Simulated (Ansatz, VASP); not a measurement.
## Two plane-wave programs on TiOsC4N4

```xyz
10
Lattice="7.2026 0.0000 0.0000 0.0000 7.2026 0.0000 0.0000 0.0000 4.3359" Properties=species:S:1:pos:R:3 pbc="T T T"
Ti    0.0000    0.0000    0.0000
Os    3.6013    3.6013    0.0000
C     1.3704    5.8322    0.0000
C     5.8322    1.3704    0.0000
C     1.3704    1.3704    0.0000
C     5.8322    5.8322    0.0000
N     2.1977    5.0049    0.0000
N     5.0049    2.1977    0.0000
N     2.1977    2.1977    0.0000
N     5.0049    5.0049    0.0000
```

Alike in both runs: task single point; functional PBE; k mesh 4 × 4 × 4; occupations gaussian, width 0.1 eV; collinear spin.

```csv
,VASP,Ansatz
version,VASP 6.6.1,Ansatz 0.2.0
potentials or method,"VASP PAW PBE potentials, release 64 (Ti_sv, Os, C, N), cutoff 520 eV","scalar-relativistic, plane waves, PAW"
valence electrons in the cell,56,64
```

```csv
,VASP,Ansatz,Ansatz less VASP
gap on the k mesh at the Fermi level (eV),none,none,-
pressure (GPa),5.4,4.9,-0.45
"traceless stress, the component that is largest in VASP (GPa)",-6.99,-6.45,+0.533
rms of the force components (eV/Å),1.114,1.095,-0.0197
net moment per atom (μB),0.05,0.05,0.000
size of the moment on the site where the two differ most (μB),0.43,0.30,-0.130
```

Site moments also hang on the region over which each program counts them. Atom by atom the forces differ by 0.143 eV/Å (rms over components). A gap of «none» marks a metal or a gap that the smearing closes. The functional is the same, so the differences come from potentials, cutoffs and numerics. VASP's potentials hold 56 valence electrons a cell and Ansatz's 64, so a difference there can come from the potentials and not from the codes. Ansatz's warnings: seeded moment not kept.

The k mesh is coarse, so the values compare programs but aren't converged. Spin-orbit coupling is off throughout. Noted on VASP's run: the standard files for N, O and F lose accuracy on very short bonds.
